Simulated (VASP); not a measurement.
# Pb (Fd-3m) in VASP: notebook, part 2 of 2

VASP 6.6.1. Earlier steps stand in the parts before.

## (6) Single point, PBE+D3(BJ)

This run uses another cell than the first one, of 42.36 Å³/atom, 1.041 times its volume.

Input file INCAR:

```
PREC = Accurate ; ENCUT = 520
EDIFF = 1E-6 ; ISMEAR = -1
SIGMA = 0.05 ; LREAL = False
LASPH = True ; NELM = 100
ALGO = Fast ; ISIF = 2
LWAVE = False ; LCHARG = True
GGA = PE ; IVDW = 12
LELF = True ; LVHAR = True
NBANDS = 21
```

Input file KPOINTS:

```
regular mesh
0
Gamma
  7 7 7
```

Input file POSCAR:

```
Pb
1.0
    0.0000000000      3.4857968654      3.4857968654
    3.4857968654      0.0000000000      3.4857968654
    3.4857968654      3.4857968654      0.0000000000
Pb
2
Direct
    0.2500000000      0.2500000000      0.2500000000
    0.0000000000      0.0000000000      0.0000000000
```

Potentials or basis: VASP PAW PBE potentials, release 64 (Pb_d).

The run is started by

```bash
> cat potpaw_PBE.64/Pb_d/POTCAR > POTCAR
> mpirun -np 1 vasp_std > vasp.out
```

OUTCAR:

```text
PREC = Accurate
   ENCUT = 520
   EDIFF = 1E-6
   ISMEAR = -1
   LREAL = False
   LASPH = True
   NELM = 100
   ISIF = 2
   GGA = PE
   IVDW = 12
 IVDW          = 12

 ion  position               nearest neighbor table
   1  0.250  0.250  0.250-   2 3.02   2 3.02   2 3.02   2 3.02
   2  0.000  0.000  0.000-   1 3.02   1 3.02   1 3.02   1 3.02

  LATTYP: Found a face centered cubic cell.
 ALAT       =     6.9715937308

  Lattice vectors:

 A1 = (   0.0000000000,   3.4857968654,   3.4857968654)
 A2 = (   3.4857968654,   0.0000000000,   3.4857968654)
 A3 = (   3.4857968654,   3.4857968654,   0.0000000000)

Analysis of symmetry for initial positions (statically):
=====================================================================
 Subroutine PRICEL returns:
 Original cell was already a primitive cell.

 Routine SETGRP: Setting up the symmetry group for a
 face centered cubic supercell.

 Subroutine GETGRP returns: Found 48 space group operations
 (whereof 24 operations were pure point group operations)
 out of a pool of 48 trial point group operations.

The static configuration has the point symmetry T_d .
 The point group associated with its full space group is O_h .

Analysis of symmetry for dynamics (positions and initial velocities):
=====================================================================
 Subroutine PRICEL returns:
 Original cell was already a primitive cell.

 Routine SETGRP: Setting up the symmetry group for a
 face centered cubic supercell.

 Subroutine GETGRP returns: Found 48 space group operations
 (whereof 24 operations were pure point group operations)
 out of a pool of 48 trial point group operations.

The dynamic configuration has the point symmetry T_d .
 The point group associated with its full space group is O_h .

 Subroutine INISYM returns: Found 48 space group operations
 (whereof 24 operations are pure point group operations),
 and found     1 'primitive' translations

[... 105 lines left out ...]
   EFERMI_NEDOS =   21; number of points for ismear=-14 and -15
   IALGO  =     68    algorithm
   IMIX   =      4    mixing-type and parameters
     AMIX     =   0.40;   BMIX     =  1.00
     AMIX_MAG =   1.60;   BMIX_MAG =  1.00
  volume/ion in A,a.u.               =      42.36       285.83
  Fermi-wavevector in a.u.,A,eV,Ry     =   1.131919  2.139017 17.432344  1.281241
  Thomas-Fermi vector in A             =   2.268619
   LORBIT       =      0    0 simple, 1 ext, 2 COOP (PROOUT), +10 PAW based schemes
   GGA     = PE    functional components
   LHFCALC =     F    Hartree Fock is set to
   AEXX    =    0.0000 exact exchange contribution
   IVDW    =    12    specifies the selected vdW correction
   LEPSILON=     F    determine dielectric tensor
   LRPA    =     F    only Hartree local field effects (RPA)
 non-spin polarized calculation
 RMM-DIIS sequential band-by-band and
  energy-cutoff  :      520.00
  volume of cell :       84.71
 maximum number of plane-waves:      2293
 NGX is ok and might be reduce to    40
   NGX = 19   NGY = 19   NGZ = 19

 number of electron      27.9999998 magnetization

 Free energy of the ion-electron system (eV)
  ---------------------------------------------------
  ext. energy  EPLUGINS =         0.00000000
  ---------------------------------------------------
  free energy    TOTEN  =        -6.59908315 eV

  energy without entropy =       -6.59290975  energy(sigma->0) =       -6.59599645

 E-fermi :   3.9868     XC(G=0):  -8.2522

 val. band max:        3.9577307523   @ k =  -0.1429   0.1429   0.0000
 cond. band min:       4.0039358108   @ k =   0.1429   0.0000   0.0000
 fundamental gap:      0.0462050585
 Fermi energy:         3.9868478344

 k-point     1 :       0.0000    0.0000    0.0000
  band No.  band energies     occupation
      1     -13.1376      2.00000
      2     -13.1376      2.00000
      3     -13.1376      2.00000
      4     -13.0677      2.00000
      5     -13.0677      2.00000
      6     -12.6797      2.00000
[... 469 lines left out ...]
     20      12.3647      0.00000
     21      13.4329      0.00000

------------------------ aborting loop because EDIFF is reached ----------------------------------------

 Edisp (eV)   -0.58896

 E8    (eV) :    -0.3009

  FORCE on cell =-STRESS in cart. coord.  units (eV):
  Direction    XX          YY          ZZ          XY          YZ          ZX
  --------------------------------------------------------------------------------------
  -------------------------------------------------------------------------------------
  Total      -0.07594    -0.07594    -0.07594    -0.00000     0.00000    -0.00000
  in kB      -1.43627    -1.43627    -1.43627    -0.00000     0.00000    -0.00000
  external pressure =       -1.44 kB  Pullay stress =        0.00 kB

 VOLUME and BASIS-vectors are now :
 -----------------------------------------------------------------------------
  energy-cutoff  :      520.00
  volume of cell :       84.71
      direct lattice vectors                 reciprocal lattice vectors
     0.000000000  3.485796865  3.485796865    -0.143439225  0.143439225  0.143439225
     3.485796865  0.000000000  3.485796865     0.143439225 -0.143439225  0.143439225
     3.485796865  3.485796865  0.000000000     0.143439225  0.143439225 -0.143439225

 POSITION                                       TOTAL-FORCE (eV/Angst)
 -----------------------------------------------------------------------------------
      1.74290      1.74290      1.74290         0.000000      0.000000      0.000000
      0.00000      0.00000      0.00000        -0.000000     -0.000000     -0.000000
 -----------------------------------------------------------------------------------
    total drift:                               -0.000000      0.000000      0.000000

  FREE ENERGIE OF THE ION-ELECTRON SYSTEM (eV)
  ---------------------------------------------------
  free  energy   TOTEN  =        -7.1880461691 eV

  energy  without entropy=       -7.1818727691  energy(sigma->0) =       -7.18495947
```

OSZICAR:

```text
N       E                     dE             d eps       ncg     rms          rms(c)
DAV:   1     0.292813464645E+03    0.29281E+03   -0.13775E+04   840   0.143E+03
DAV:   2     0.155577984930E+02   -0.27726E+03   -0.27180E+03   840   0.389E+02
DAV:   3    -0.579854711947E+01   -0.21356E+02   -0.21209E+02  1038   0.136E+02
DAV:   4    -0.657322039852E+01   -0.77467E+00   -0.77413E+00   955   0.313E+01
DAV:   5    -0.662020572565E+01   -0.46985E-01   -0.46985E-01  1314   0.669E+00    0.142E+00
RMM:   6    -0.660268384177E+01    0.17522E-01   -0.21796E-02   991   0.209E+00    0.829E-01
RMM:   7    -0.659691930374E+01    0.57645E-02   -0.29858E-02   944   0.204E+00    0.155E-01
RMM:   8    -0.659851066111E+01   -0.15914E-02   -0.91275E-03  1026   0.996E-01    0.507E-02
RMM:   9    -0.659903652683E+01   -0.52587E-03   -0.30000E-03  1137   0.522E-01    0.351E-02
RMM:  10    -0.659905461427E+01   -0.18087E-04   -0.60066E-04  1042   0.299E-01    0.176E-02
RMM:  11    -0.659908044273E+01   -0.25828E-04   -0.29383E-04  1290   0.154E-01    0.752E-03
RMM:  12    -0.659908280101E+01   -0.23583E-05   -0.29726E-05  1170   0.447E-02    0.454E-03
RMM:  13    -0.659908314859E+01   -0.34759E-06   -0.47805E-06   925   0.256E-02
   1 F= -.71880462E+01 E0= -.71849595E+01  d E =-.617340E-02
```

stdout:

```text
POSCAR found type information on POSCAR Pb
 POSCAR found :  1 types and       2 ions
 scaLAPACK will be used
 LDA part: xc-table for (Slater+PW92), standard interpolation
 POSCAR, INCAR and KPOINTS ok, starting setup
 FFT: planning ... GRIDC
 FFT: planning ... GRID_SOFT
 FFT: planning ... GRID
 WAVECAR not read
 entering main loop
```

Run time: 93 s. Hardware: 1 thread of Intel Xeon 8259CL, shared host; peak memory 0.24 GiB.

What came out:

```
Free energy                : -7.1880 eV
Pressure                   : -0.1 GPa
Band gap on the k mesh     : zero (band 14 reaches 4.37 eV, above the bottom of band 15 at 3.32 eV)
Dispersion energy per atom : -0.294 eV
```

Levels at points of the mesh, in eV from the Fermi level:
| k point | band 12 | band 13 | band 14 | band 15 | band 16 | band 17 |
| --- | --- | --- | --- | --- | --- | --- |
| (0.00, 0.00, 0.00) | -4.14 | 0.38 | 0.38 | 0.38 | 2.38 | 2.38 |

Caveat: three body term missing; spin-orbit coupling is left out, which moves the levels of the heavy elements; pairwise dispersion overbinds metals, which lowers pressure and volume.

## (7) Summary

| task | level | potentials or basis | cell | cutoff (eV) | smearing | gap on the mesh (eV) | pressure (GPa) |
| --- | --- | --- | --- | --- | --- | --- | --- |
| relaxation of cell and atoms | PBEsol | VASP PAW PBE potentials, release 64 (Pb_d) | relaxed to 30 GPa from a = 4.863 Å, angles 60.0°, 2 atoms | 600 | fermi-dirac 0.05 eV | none | 30.0 |
| single point | LDA | VASP PAW LDA potentials, release 64 (Pb_d) | a = 4.863 Å, angles 60.0°, 2 atoms | 520 | methfessel-paxton 0.1 eV | none | -0.7 |
| single point | PBE+D3(BJ) | VASP PAW PBE potentials, release 64 (Pb_d) | a = 4.863 Å, angles 60.0°, 2 atoms | 520 | fermi-dirac 0.05 eV | none | 1.1 |
| single point | PBE+D3(BJ) | VASP PAW PBE potentials, release 64 (Pb_d) | a = 4.925 Å, angles 60.0°, 2 atoms | 520 | fermi-dirac 0.05 eV | none | -0.1 |
| single point | PBE+D3(BJ) | VASP PAW PBE potentials, release 64 (Pb_d) | a = 4.930 Å, angles 60.0°, 2 atoms | 520 | fermi-dirac 0.05 eV | none | -0.1 |

Alike in all rows: no spin polarisation; k mesh 7 × 7 × 7.

Caveats: spin-orbit coupling is left out, which moves the levels of the heavy elements; pairwise dispersion overbinds metals, which lowers pressure and volume (some runs); three body term missing (some runs); the cell is relaxed towards a set pressure, so the enthalpy falls and the energy may rise (some runs); the volume moved by over 15 % at a fixed basis, so the end points are rough (some runs); the PAW data sets were made with another functional, which shifts forces and pressure a little (some runs).

Total energies depend on the potentials used, so only differences within one code and one set of settings carry meaning.
